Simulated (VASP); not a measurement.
Crystal: CdSe.

```
CELL_PARAMETERS angstrom
0.00000 3.09862 3.09862
3.09862 0.00000 3.09862
3.09862 3.09862 0.00000
ATOMIC_POSITIONS crystal
Cd 0.00000 0.00000 0.00000
Se 0.75000 0.75000 0.75000
```

```yaml
Program: VASP 6.6.1
Task: relaxation of cell and atoms
Functional: r2SCAN
Potentials_or_basis: VASP PAW PBE potentials, release 64 (Cd, Se)
Cutoff: 600 eV
k_mesh: 6 × 6 × 6
Occupations: fermi-dirac, width 0.02 eV
Spin: no spin polarisation
```

At the start: pressure -1.3 GPa; volume 29.75 Å³/atom.

Question: How do energy, volume and symmetry change on relaxing?

Answer: Over 3 steps the energy falls by 3.4 meV/atom and the volume is 28.95 Å³/atom (-2.7 %); space group F-43m (No. 216, to 0.1 Å) before and after.

Step by step:
| step | energy change (eV) | largest force (eV/Å) | pressure (GPa) | volume (Å³) |
| --- | --- | --- | --- | --- |
| 1 | 0.0000 | 0.0000 | -1.32 | 59.50 |
| 2 | -0.0061 | 0.0000 | 0.45 | 57.42 |
| 3 | -0.0068 | 0.0000 | 0.00 | 57.90 |

Final structure:
```yaml
crystal:
  lattice:
    - [0.00000, 3.07058, 3.07058]
    - [3.07058, 0.00000, 3.07058]
    - [3.07058, 3.07058, 0.00000]
  atoms:
    - { symbol: Cd, position: [0.00000, 0.00000, 0.00000] }
    - { symbol: Se, position: [0.75000, 0.75000, 0.75000] }
```

Caveat: the PAW data sets were made with another functional, which shifts forces and pressure a little.
